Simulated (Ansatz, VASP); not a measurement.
# Al2Ga3Sb3: VASP beside Ansatz

```
CELL_PARAMETERS angstrom
3.04055 1.75546 6.92023
-3.04055 1.75546 6.92023
0.00000 -3.51093 6.92023
ATOMIC_POSITIONS crystal
Al 0.05803 0.05803 0.05803
Al 0.94197 0.94197 0.94197
Ga 0.50000 0.50000 0.00000
Ga 0.00000 0.50000 0.50000
Ga 0.50000 0.00000 0.50000
Sb 0.00000 0.00000 0.50000
Sb 0.50000 0.00000 0.00000
Sb 0.00000 0.50000 0.00000
```

Alike in both runs: functional PBE; k mesh 3 × 3 × 3; occupations gaussian, width 0.2 eV; no spin polarisation.

Ansatz relaxed the structure, and its values are those at the end. VASP's run is a single point on that final structure, the one shown.

|  | VASP | Ansatz |
| --- | --- | --- |
| version | VASP 6.6.1 | Ansatz 0.2.0 |
| potentials or method | VASP PAW PBE potentials, release 64 (Al, Ga_d, Sb), cutoff 520 eV | scalar-relativistic, plane waves, PAW |
| valence electrons in the cell | 60 | 90 |

```csv
,VASP,Ansatz,Ansatz less VASP
gap on the k mesh at the Fermi level (eV),none,none,-
pressure (GPa),0.1,0.0,-0.03
rms of the force components (eV/Å),0.003,0.000,-0.0029
```

A gap of «none» marks a metal or a gap that the smearing closes. VASP's potentials hold 60 valence electrons a cell and Ansatz's 90, so a difference there can come from the potentials and not from the codes.

The k mesh is coarse, so the values compare programs but aren't converged. Neither program's run includes spin-orbit coupling.
